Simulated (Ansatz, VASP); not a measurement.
# Two plane-wave programs on HRh6

```
Rh H
1.0
     5.41634    0.00000    0.00000
     0.00000    5.41634    0.00000
     0.00000    0.00000   21.67374
Rh H
12 2
Direct
  0.25000 0.25000 0.18456
  0.25000 0.75000 0.18456
  0.75000 0.25000 0.18456
  0.75000 0.75000 0.18456
  0.00000 0.00000 0.26938
  0.00000 0.50000 0.26938
  0.50000 0.00000 0.26938
  0.50000 0.50000 0.26938
  0.25000 0.25000 0.35406
  0.25000 0.75000 0.35406
  0.75000 0.25000 0.35406
  0.75000 0.75000 0.35406
  0.29368 0.50000 0.37482
  0.70632 0.50000 0.37482
```

Alike in both runs: task single point; functional PBE; k mesh 5 × 5 × 1; occupations gaussian, width 0.1 eV; no spin polarisation.

|  | VASP | Ansatz |
| --- | --- | --- |
| version | VASP 6.6.1 | Ansatz 0.2.0 |
| potentials or method | VASP PAW PBE potentials, release 64 (Rh_pv, H), cutoff 520 eV | scalar-relativistic, plane waves, PAW |
| valence electrons in the cell | 182 | 206 |

Ansatz gave:

| Item | Value |
| --- | --- |
| gap on the k mesh at the Fermi level (eV) | none |
| rms of the force components (eV/Å) | 1.593 |
| work function, face that differs most (eV) | 5.09 |

Task: Estimate VASP's values.

Result: gap on the k mesh at the Fermi level (eV): none; rms of the force components (eV/Å): 1.609; work function, face that differs most (eV): 5.09.

Atom by atom the forces differ by 0.017 eV/Å (rms over components). A gap of «none» marks a metal or a gap that the smearing closes. With one functional, cell and mesh, what is left measures potentials, basis and numerics. VASP's potentials hold 182 valence electrons a cell and Ansatz's 206, so a difference there can come from the potentials and not from the codes.
